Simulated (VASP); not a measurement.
Wanted: the native input for a VASP 6.6.1 run.

* Task: single point
* Functional: LDA
* Potentials or basis: VASP PAW LDA potentials, release 64 (Ru_pv)
* Cutoff: 520 eV
* k mesh: 21 × 21 × 10
* Occupations: gaussian, width 0.15 eV
* Spin: no spin polarisation
* Dipole correction: no
* Further INCAR settings: ALGO = Fast; EDIFF = 1e-07; NBANDS = 21

The structure of Ru lies in POSCAR:

```
Ru
1.0
    2.6740588025      0.0000000000      0.0000000000
   -1.3370294013      2.3158028542      0.0000000000
    0.0000000000      0.0000000000      4.2267610266
Ru
2
Direct
    0.3031062353      0.6062124705      0.2500000000
    0.6968937647      0.3937875295      0.7500000000
```

This cell differs from its parent crystal: atoms displaced along a vibrational mode.

These files were run (other wordings do the same):

INCAR

```
SYSTEM = Ru
  PREC = Accurate
  ENCUT = 520
  EDIFF = 1E-7
  ISMEAR = 0
  SIGMA = 0.15
  LREAL = .False.
  LASPH = .True.
  NELM = 100
  ALGO = Fast
  ISIF = 2
  LWAVE = .False.
  LCHARG = .True.
  GGA = CA
  LELF = .True.
  LVHAR = .True.
  NBANDS = 21
```

KPOINTS

```
Automatic mesh
0
Gamma
  21 21 10
  0 0 0
```

Potentials or basis: VASP PAW LDA potentials, release 64 (Ru_pv).

Run with:

```console
$ cat potpaw_LDA.64/Ru_pv/POTCAR > POTCAR
$ mpirun -np 1 vasp_std > vasp.out
```

It gave:

```
Pressure               : 4.9 GPa
Largest force          : 2.224 eV/Å
Band gap on the k mesh : zero (bands 14 and 15 overlap by 3.18 eV)
```

Caveat: the cell differs from its parent crystal (atoms displaced along a vibrational mode); the stress differs along the axes, from -4 to 11 GPa; forces of over 1 eV/Å act on the atoms, so gaps and moduli don't describe the material at rest.

It took 3.4 min on 1 thread of Intel(R) Xeon(R) Platinum 8559C (Emerald Rapids), with other jobs on the host, peak memory 0.39 GiB.
